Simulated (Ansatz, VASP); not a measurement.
**Ca in VASP and in Ansatz**

POSCAR

```
Ca
1.0
    0.0000000000      2.7942000000      2.7942000000
    2.5147800000      0.0000000000      2.7942000000
    2.5147800000      2.7942000000      0.0000000000
Ca
1
Direct
    0.0000000000      0.0000000000      0.0000000000
```

File INCAR.step1:

```
SYSTEM = Ca
  PREC = Accurate
  ENCUT = 520
  ISMEAR = 0
  SIGMA = 0.15
  LREAL = .False.
  LASPH = .True.
  NELM = 60
  NBANDS = 11
  GGA = PE
  ALGO = Normal
  EDIFF = 1E-4
  LWAVE = .True.
  LCHARG = .False.
```

The input INCAR.step2:

```
SYSTEM = Ca
  PREC = Accurate
  ENCUT = 520
  EDIFF = 1E-6
  ISMEAR = 0
  SIGMA = 0.15
  LREAL = .False.
  LASPH = .True.
  NELM = 60
  ALGO = Normal
  ISIF = 2
  LWAVE = .False.
  LCHARG = .True.
  METAGGA = R2SCAN
  LMIXTAU = .True.
  LELF = .True.
  LVHAR = .True.
  NBANDS = 11
  ISTART = 1
```

The input KPOINTS:

```
Automatic mesh
0
Gamma
  14 14 14
  0 0 0
```

Input for Ansatz:

```yaml
crystal:
  lattice:
    - [0.0, 2.7942, 2.7942]
    - [2.51478, 0.0, 2.7942]
    - [2.51478, 2.7942, 0.0]
  atoms:
    - { symbol: Ca, position: [0.0, 0.0, 0.0] }
basis:
  ecutwfc: 500
kpoints:
  mp_grid: { grid: [14, 14, 14] }
hamiltonian:
  xc: r2scan
scf:
  occupations: { method: gaussian, width: 0.15 }
output:
  forces: true
  stress: true
  eigenvalues: true
```

Change from the starting cell: strain -0.1000 x Voigt [1, 0, 0, 0, 0, 0], atoms carried along.

Alike in both runs: task single point; functional r2SCAN; k mesh 14 × 14 × 14; occupations gaussian, width 0.15 eV; no spin polarisation.

|  | VASP | Ansatz |
| --- | --- | --- |
| version | VASP 6.6.1 | Ansatz 0.2.0 |
| potentials or method | VASP PAW PBE potentials, release 64 (Ca_sv), cutoff 520 eV | scalar-relativistic, plane waves, PAW |
| valence electrons in the cell | 10 | 10 |

Ansatz gave:

- gap on the k mesh at the Fermi level (eV): none
- pressure (GPa): 1.9
- traceless stress, the component that is largest in VASP (GPa): 0.27

Estimate VASP's values.

gap on the k mesh at the Fermi level (eV): none; pressure (GPa): 2.0; traceless stress, the component that is largest in VASP (GPa): 0.27.

VASP's potentials were made for PBE, not for r2SCAN. A gap of «none» marks a metal or a gap that the smearing closes.
